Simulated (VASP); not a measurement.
# Rh (Fm-3m) in VASP: a series of runs, part 2 of 2

VASP 6.6.1. Earlier steps stand in the parts before.

### 3 Electric field gradients, PBE (volume scaled by 0.96)

INCAR reads:

```
SYSTEM = Rh
  PREC = Accurate
  ENCUT = 520
  EDIFF = 1E-8
  ISMEAR = -1
  SIGMA = 0.08
  LREAL = .False.
  LASPH = .True.
  NELM = 100
  ALGO = Normal
  ISIF = 2
  LWAVE = .False.
  LCHARG = .False.
  GGA = PE
  LEFG = .True.
  NBANDS = 14
```

KPOINTS reads:

```
Automatic mesh
0
Gamma
  16 16 16
  0 0 0
```

POSCAR reads:

```
Rh
1.0
    0.0000000000      1.8758502280      1.8758502280
    1.8758502280      0.0000000000      1.8758502280
    1.8758502280      1.8758502280      0.0000000000
Rh
1
Direct
    0.0000000000      0.0000000000      0.0000000000
```

Potentials or basis: VASP PAW PBE potentials, release 64 (Rh_pv).

Run with:

```console
$ cat potpaw_PBE.64/Rh_pv/POTCAR > POTCAR
$ mpirun -np 1 vasp_std > vasp.out
```

OUTCAR:

```text
SYSTEM = Rh
   PREC = Accurate
   ENCUT = 520
   EDIFF = 1E-8
   ISMEAR = -1
   LREAL = .False.
   LASPH = .True.
   NELM = 100
   ISIF = 2
   GGA = PE

 ion  position               nearest neighbor table
   1  0.000  0.000  0.000-

  LATTYP: Found a face centered cubic cell.
 ALAT       =     3.7517004560

  Lattice vectors:

 A1 = (   0.0000000000,   1.8758502280,   1.8758502280)
 A2 = (   1.8758502280,   0.0000000000,   1.8758502280)
 A3 = (   1.8758502280,   1.8758502280,   0.0000000000)

Analysis of symmetry for initial positions (statically):
=====================================================================
 Subroutine PRICEL returns:
 Original cell was already a primitive cell.

 Routine SETGRP: Setting up the symmetry group for a
 face centered cubic supercell.

 Subroutine GETGRP returns: Found 48 space group operations
 (whereof 48 operations were pure point group operations)
 out of a pool of 48 trial point group operations.

The static configuration has the point symmetry O_h .

Analysis of symmetry for dynamics (positions and initial velocities):
=====================================================================
 Subroutine PRICEL returns:
 Original cell was already a primitive cell.

 Routine SETGRP: Setting up the symmetry group for a
 face centered cubic supercell.

 Subroutine GETGRP returns: Found 48 space group operations
 (whereof 48 operations were pure point group operations)
 out of a pool of 48 trial point group operations.

The dynamic configuration has the point symmetry O_h .

 Subroutine INISYM returns: Found 48 space group operations
 (whereof 48 operations are pure point group operations),
 and found     1 'primitive' translations

----------------------------------------------------------------------------------------

                                     Primitive cell

  volume of cell :      13.2015

  direct lattice vectors                    reciprocal lattice vectors
     0.000000000  1.875850228  1.875850228    -0.266545800  0.266545800  0.266545800
     1.875850228  0.000000000  1.875850228     0.266545800 -0.266545800  0.266545800
     1.875850228  1.875850228  0.000000000     0.266545800  0.266545800 -0.266545800

  length of vectors
     2.652852833  2.652852833  2.652852833     0.461670868  0.461670868  0.461670868

  position of ions in fractional coordinates (direct lattice)
     0.000000000  0.000000000  0.000000000

  ion indices of the primitive-cell ions
   primitive index   ion index
                 1           1

----------------------------------------------------------------------------------------

 KPOINTS: Automatic mesh

Automatic generation of k-mesh.
 Grid dimensions read from file:
 generate k-points for:   16   16   16

 Generating k-lattice:

  Cartesian coordinates                     Fractional coordinates (reciprocal lattice)
[... 70 lines left out ...]
   PSTRESS=    0.0 pullay stress
   NELECT =      15.0000    total number of electrons
   NUPDOWN=      -1.0000    fix difference up-down
   EMIN   =  10.00;   EMAX   =-10.00  energy-range for DOS
   EFERMI =   0.00;   METHOD = LEGACY
   ISMEAR =    -1;   SIGMA  =   0.08  broadening in eV -4-tet -1-fermi 0-gaus
   EFERMI_NEDOS =   21; number of points for ismear=-14 and -15
   IALGO  =     38    algorithm
   IMIX   =      4    mixing-type and parameters
     AMIX     =   0.40;   BMIX     =  1.00
     AMIX_MAG =   1.60;   BMIX_MAG =  1.00
  volume/ion in A,a.u.               =      13.20        89.09
  Fermi-wavevector in a.u.,A,eV,Ry     =   1.708298  3.228216 39.705661  2.918284
  Thomas-Fermi vector in A             =   2.786992
   LORBIT       =      0    0 simple, 1 ext, 2 COOP (PROOUT), +10 PAW based schemes
   GGA     = PE    functional components
   LHFCALC =     F    Hartree Fock is set to
   AEXX    =    0.0000 exact exchange contribution
   IVDW    =     0    specifies the selected vdW correction
   LEPSILON=     F    determine dielectric tensor
   LRPA    =     F    only Hartree local field effects (RPA)
 non-spin polarized calculation
  energy-cutoff  :      520.00
  volume of cell :       13.20
 maximum number of plane-waves:       366
   NGX =  9   NGY =  9   NGZ =  9

 number of electron      15.0000001 magnetization

 Free energy of the ion-electron system (eV)
  ---------------------------------------------------
  ext. energy  EPLUGINS =         0.00000000
  ---------------------------------------------------
  free energy    TOTEN  =        -7.22502415 eV

  energy without entropy =       -7.19722295  energy(sigma->0) =       -7.21112355

 E-fermi :  12.6591     XC(G=0): -14.2950

 val. band max:       12.6533744072   @ k =  -0.3750   0.2500   0.0000
 cond. band min:      12.6591993856   @ k =  -0.3750   0.0625   0.0000
 fundamental gap:      0.0058249784
 Fermi energy:        12.6591368286

 k-point     1 :       0.0000    0.0000    0.0000
  band No.  band energies     occupation
      1     -33.7813      2.00000
      2     -33.7813      2.00000
      3     -33.7813      2.00000
      4       4.4047      2.00000
      5       9.3902      2.00000
      6       9.3902      2.00000
      7       9.3902      2.00000
      8      11.6148      2.00000
      9      11.6148      2.00000
     10      28.6239      0.00000
     11      33.0832      0.00000
     12      34.3186      0.00000
     13      34.3186      0.00000
     14      34.3186      0.00000
[... 377 lines left out ...]
      1     -33.8613      2.00000
      2     -33.8053      2.00000
      3     -33.7874      2.00000
      4       4.8332      2.00000
      5       9.1757      2.00000
      6       9.5445      2.00000
      7       9.5959      2.00000
      8      11.4126      2.00000
      9      11.6405      1.99999
     10      29.2561      0.00000
     11      32.6128      0.00000
     12      33.0867      0.00000
     13      34.4192      0.00000
     14      35.2158      0.00000

 [... further k-points ...]

------------------------ aborting loop because EDIFF is reached ----------------------------------------

  FORCE on cell =-STRESS in cart. coord.  units (eV):
  Direction    XX          YY          ZZ          XY          YZ          ZX
  --------------------------------------------------------------------------------------
  -------------------------------------------------------------------------------------
  Total        1.5683368      1.5683368      1.5683368      0.0000000      0.0000000      0.0000000
  in kB      190.3379783    190.3379783    190.3379783      0.0000000      0.0000000      0.0000000
  external PRESSURE =     190.3379783 kB  Pullay stress =       0.0000000 kB

 VOLUME and BASIS-vectors are now :
 -----------------------------------------------------------------------------
  energy-cutoff  :      520.00
  volume of cell :       13.20
      direct lattice vectors                 reciprocal lattice vectors
     0.000000000  1.875850228  1.875850228    -0.266545800  0.266545800  0.266545800
     1.875850228  0.000000000  1.875850228     0.266545800 -0.266545800  0.266545800
     1.875850228  1.875850228  0.000000000     0.266545800  0.266545800 -0.266545800

 POSITION                                       TOTAL-FORCE (eV/Angst)
 -----------------------------------------------------------------------------------
      0.00000      0.00000      0.00000        -0.000000     -0.000000     -0.000000
 -----------------------------------------------------------------------------------
    total drift:                                0.000000     -0.000000      0.000000

  FREE ENERGIE OF THE ION-ELECTRON SYSTEM (eV)
  ---------------------------------------------------
  free  energy   TOTEN  =        -7.2250241546 eV

  energy  without entropy=       -7.1972229491  energy(sigma->0) =       -7.21112355

 Electric field gradients (V/A^2)
---------------------------------------------------------------------
 ion       V_xx      V_yy      V_zz      V_xy      V_xz      V_yz
---------------------------------------------------------------------
   1       0.000    -0.000    -0.000     0.001     0.001     0.001
---------------------------------------------------------------------

 Electric field gradients after diagonalization (V/A^2)
 (convention: |V_zz| > |V_xx| > |V_yy|)
----------------------------------------------------------------------
 ion       V_xx      V_yy      V_zz     asymmetry (V_yy - V_xx)/ V_zz
----------------------------------------------------------------------
   1      -0.001    -0.001     0.002       0.000
----------------------------------------------------------------------

           NMR quadrupolar parameters

 Cq : quadrupolar parameter    Cq=e*Q*V_zz/h
 eta: asymmetry parameters     (V_yy - V_xx)/ V_zz
 Q  : nuclear electric quadrupole moment in mb (millibarn)
----------------------------------------------------------------------
 ion       Cq(MHz)       eta       Q (mb)
----------------------------------------------------------------------
   1       0.000       0.000       1.000
----------------------------------------------------------------------
```

OSZICAR:

```text
N       E                     dE             d eps       ncg     rms          rms(c)
DAV:   1     0.118577054160E+03    0.11858E+03   -0.86927E+03  4086   0.115E+03
DAV:   2    -0.613244794561E+01   -0.12471E+03   -0.11883E+03  4528   0.340E+02
DAV:   3    -0.770626287960E+01   -0.15738E+01   -0.15711E+01  4792   0.418E+01
DAV:   4    -0.771191217155E+01   -0.56493E-02   -0.56488E-02  4582   0.257E+00
DAV:   5    -0.771195977185E+01   -0.47600E-04   -0.47599E-04  4678   0.207E-01    0.113E+01
DAV:   6    -0.724888379089E+01    0.46308E+00   -0.74476E-01  4276   0.120E+01    0.416E+00
DAV:   7    -0.722873492406E+01    0.20149E-01   -0.21316E-02  4696   0.188E+00    0.184E+00
DAV:   8    -0.722521920897E+01    0.35157E-02   -0.41279E-03  4234   0.875E-01    0.261E-01
DAV:   9    -0.722502239640E+01    0.19681E-03   -0.14745E-04  4324   0.171E-01    0.118E-02
DAV:  10    -0.722502391522E+01   -0.15188E-05   -0.29579E-06  4486   0.213E-02    0.430E-03
DAV:  11    -0.722502419682E+01   -0.28160E-06   -0.38010E-07  4648   0.863E-03    0.668E-04
DAV:  12    -0.722502414031E+01    0.56514E-07   -0.80544E-09  2888   0.132E-03    0.706E-05
DAV:  13    -0.722502415272E+01   -0.12412E-07   -0.35220E-10  2090   0.250E-04    0.556E-05
DAV:  14    -0.722502415463E+01   -0.19077E-08   -0.82386E-11  2072   0.123E-04
   1 F= -.72250242E+01 E0= -.72111236E+01  d E =-.278012E-01
```

stdout:

```text
POSCAR found type information on POSCAR Rh
 POSCAR found :  1 types and       1 ions
 scaLAPACK will be used
 LDA part: xc-table for (Slater+PW92), standard interpolation
 POSCAR, INCAR and KPOINTS ok, starting setup
 FFT: planning ... GRIDC
 FFT: planning ... GRID_SOFT
 FFT: planning ... GRID
 WAVECAR not read
 entering main loop
ion   1
```

Wall time 34 s (1 thread of Intel Xeon Platinum 8259CL at 2.50GHz (Skylake/Cascade Lake), shared host); peak memory 0.14 GiB.

What came out:

```yaml
Free_energy: -7.2250 eV
Pressure: 19.0 GPa
```

Caveat: without QUAD_EFG the Cq values of the log hold for a quadrupole moment of 1 mb, not for the nuclei.

### 4 Electric field gradients, PBE (volume scaled by 0.99)

INCAR reads:

```
SYSTEM = Rh
PREC = Accurate
ENCUT = 520
EDIFF = 1E-8
ISMEAR = -1
SIGMA = 0.08
LREAL = .FALSE.
LASPH = .TRUE.
NELM = 100
ALGO = Normal
ISIF = 2
LWAVE = .FALSE.
LCHARG = .FALSE.
GGA = PE
LEFG = .TRUE.
NBANDS = 14
```

KPOINTS reads:

```
regular mesh
0
G
  16 16 16
  0 0 0
```

POSCAR reads:

```
Rh
1.0
    0.0000000000      1.8951902535      1.8951902535
    1.8951902535      0.0000000000      1.8951902535
    1.8951902535      1.8951902535      0.0000000000
Rh
1
Direct
    0.0000000000      0.0000000000      0.0000000000
```

Potentials or basis: VASP PAW PBE potentials, release 64 (Rh_pv).

Run with:

```console
$ cat potpaw_PBE.64/Rh_pv/POTCAR > POTCAR
$ mpirun -np 1 vasp_std > vasp.out
```

OUTCAR:

```text
SYSTEM = Rh
   PREC = Accurate
   ENCUT = 520
   EDIFF = 1E-8
   ISMEAR = -1
   LREAL = .FALSE.
   LASPH = .TRUE.
   NELM = 100
   ISIF = 2
   GGA = PE

 ion  position               nearest neighbor table
   1  0.000  0.000  0.000-

  LATTYP: Found a face centered cubic cell.
 ALAT       =     3.7903805070

  Lattice vectors:

 A1 = (   0.0000000000,   1.8951902535,   1.8951902535)
 A2 = (   1.8951902535,   0.0000000000,   1.8951902535)
 A3 = (   1.8951902535,   1.8951902535,   0.0000000000)

[... 611 lines left out ...]
    total drift:                                0.000000      0.000000      0.000000

  FREE ENERGIE OF THE ION-ELECTRON SYSTEM (eV)
  ---------------------------------------------------
  free  energy   TOTEN  =        -7.2610124292 eV

  energy  without entropy=       -7.2318751096  energy(sigma->0) =       -7.24644377

 Electric field gradients (V/A^2)
---------------------------------------------------------------------
 ion       V_xx      V_yy      V_zz      V_xy      V_xz      V_yz
---------------------------------------------------------------------
   1       0.000     0.000    -0.000     0.001     0.001     0.001
---------------------------------------------------------------------

 Electric field gradients after diagonalization (V/A^2)
 (convention: |V_zz| > |V_xx| > |V_yy|)
----------------------------------------------------------------------
 ion       V_xx      V_yy      V_zz     asymmetry (V_yy - V_xx)/ V_zz
----------------------------------------------------------------------
   1      -0.001    -0.001     0.001       0.000
----------------------------------------------------------------------

           NMR quadrupolar parameters

 Cq : quadrupolar parameter    Cq=e*Q*V_zz/h
 eta: asymmetry parameters     (V_yy - V_xx)/ V_zz
 Q  : nuclear electric quadrupole moment in mb (millibarn)
----------------------------------------------------------------------
 ion       Cq(MHz)       eta       Q (mb)
----------------------------------------------------------------------
   1       0.000       0.000       1.000
----------------------------------------------------------------------
```

stdout:

```text
POSCAR found type information on POSCAR Rh
 POSCAR found :  1 types and       1 ions
 scaLAPACK will be used
 LDA part: xc-table for (Slater+PW92), standard interpolation
 POSCAR, INCAR and KPOINTS ok, starting setup
 FFT: planning ... GRIDC
 FFT: planning ... GRID_SOFT
 FFT: planning ... GRID
 WAVECAR not read
 entering main loop
ion   1
```

Wall time 34 s (1 thread of Intel Xeon Platinum 8259CL at 2.50GHz (Skylake/Cascade Lake), shared host); peak memory 0.14 GiB.

Results:

| Property | Result |
| --- | --- |
| Free energy | -7.2610 eV |
| Pressure | 9.0 GPa |

Levels at points of the mesh, in eV from the Fermi level:
```csv
k point,band 3,band 4,band 5,band 6,band 7,band 8,band 9,band 10,band 11,band 12
"(0.00, 0.00, 0.00)",-46.39,-8.03,-3.12,-3.12,-3.12,-1.00,-1.00,16.00,20.52,21.51
"(0.50, 0.00, 0.00)",-46.49,-6.19,-3.20,-3.20,0.59,0.59,0.73,8.75,15.50,20.52
"(0.50, 0.50, 0.00)",-46.66,-6.40,-6.03,0.56,1.01,1.01,3.28,12.41,13.39,13.39
```

Caveat: without QUAD_EFG the Cq values of the log hold for a quadrupole moment of 1 mb, not for the nuclei.

### 5 Summary

```csv
cell,gap on the mesh (eV),pressure (GPa)
"a = 2.671 Å, angles 60.0°, 1 atom",none,12.2
"a = 2.653 Å, angles 60.0°, 1 atom",none,19.0
"a = 2.680 Å, angles 60.0°, 1 atom",none,9.0
```

Alike in all rows: task electric field gradients; level PBE; potentials or basis VASP PAW PBE potentials, release 64 (Rh_pv); no spin polarisation; k mesh 16 × 16 × 16; cutoff (eV) 520; smearing fermi-dirac 0.08 eV.

Absolute energies hang on the potentials; compare differences alone.
